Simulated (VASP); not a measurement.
Set up this calculation in VASP 6.6.1, as the native input.

```yaml
Task: single point
Functional: PBE
Potentials_or_basis: VASP PAW PBE potentials, release 64 (Cd, Se, S)
Cutoff: 520 eV
k_mesh: 6 × 6 × 2
Occupations: gaussian, width 0.1 eV
Spin: no spin polarisation
Dipole_correction: no
Further_INCAR_settings: ALGO = Normal; EDIFF = 1e-06; NBANDS = 46
```

The structure of Cd4Se3S lies in POSCAR:

```
Cd4Se3S
1.0
    4.3348616000      0.0000000000      0.0000000000
   -2.1674308000      3.7541003000      0.0000000000
    0.0000000000      0.0000000000     14.1542426000
Cd Se S
4 3 1
Direct
    0.6666667000      0.3333333000      0.9921670000
    0.6666667000      0.3333333000      0.5023900000
    0.0000000000      0.0000000000      0.2473710000
    0.0000000000      0.0000000000      0.7575370000
    0.6666667000      0.3333333000      0.1822020000
    0.6666667000      0.3333333000      0.6920600000
    0.0000000000      0.0000000000      0.4370810000
    0.0000000000      0.0000000000      0.9391910000
```

One way to write it, as run:

INCAR

```
PREC = Accurate
ENCUT = 520
EDIFF = 1E-6
ISMEAR = 0
SIGMA = 0.1
LREAL = F
LASPH = T
NELM = 100
ALGO = Normal
ISIF = 2
LWAVE = F
LCHARG = T
GGA = PE
LELF = T
LVHAR = T
NBANDS = 46
```

KPOINTS

```
Automatic mesh
0
Gamma
  6 6 2
```

Potentials or basis: VASP PAW PBE potentials, release 64 (Cd, Se, S).

Run with:

```bash
$ cat potpaw_PBE.64/Cd/POTCAR potpaw_PBE.64/Se/POTCAR potpaw_PBE.64/S/POTCAR > POTCAR
$ mpirun -np 1 vasp_std > vasp.out
```

It gave:

```
Pressure               : 0.3 GPa
Largest force          : 0.007 eV/Å
Band gap on the k mesh : 0.59 eV
```

Caveat: semilocal functionals underestimate gaps, and a narrow one can read as zero.

Wall time 2.5 min on 1 thread of AMD EPYC 7R43 64-Core Processor (Zen 3), on a shared host, peak memory 0.34 GiB.
